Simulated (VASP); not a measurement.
Runs of VASP 6.6.1 on CuH4. The structure is that of space group Cmmm (No. 65), or close to it. The cells are those of the table. 

```tsv
task	cell	k mesh	cutoff (eV)	gap on the mesh (eV)	pressure (GPa)	relaxed volume (Å³/atom)	largest force (eV/Å)
relaxation of cell and atoms	relaxed from a = 5.345, b = 5.345, c = 2.404 Å, angles 90.0, 90.0, 112.3°, 5 atoms	8 × 8 × 16	600	none	0.0	12.72	0.01
relaxation of cell and atoms	relaxed from a = 4.923, b = 4.923, c = 3.200 Å, 5 atoms	4 × 4 × 6	600	none	0.2	11.79	0.04
single point	a = 5.345, b = 5.345, c = 2.404 Å, angles 90.0, 90.0, 112.3°, 5 atoms	10 × 10 × 16	520	none	-0.1	-	0.02
single point	a = 4.354, b = 4.354, c = 2.409 Å, angles 90.0, 90.0, 85.9°, 5 atoms	4 × 4 × 6	520	none	-0.1	-	0.04
single point	a = 4.923, b = 4.923, c = 3.200 Å, 5 atoms	4 × 4 × 6	520	none	(a)	-	1.35
single point	a = 5.345, b = 5.345, c = 2.404 Å, angles 90.0, 90.0, 112.3°, 5 atoms	8 × 8 × 16	520	none	-0.1	-	0.02
```

Alike in all rows: level PBE; potentials or basis VASP PAW PBE potentials, release 64 (Cu, H); no spin polarisation; smearing gaussian 0.1 eV.

Question: Fill in the values left out.

Answer: (a) -13.9.

Caveats: some runs use coarse meshes; the volume moved by over 15 % at a fixed basis, so the end points are rough (some runs); forces of over 1 eV/Å act on the atoms, so gaps and moduli don't describe the material at rest (some runs).

A gap of «none» marks levels without a gap at the run's occupations.
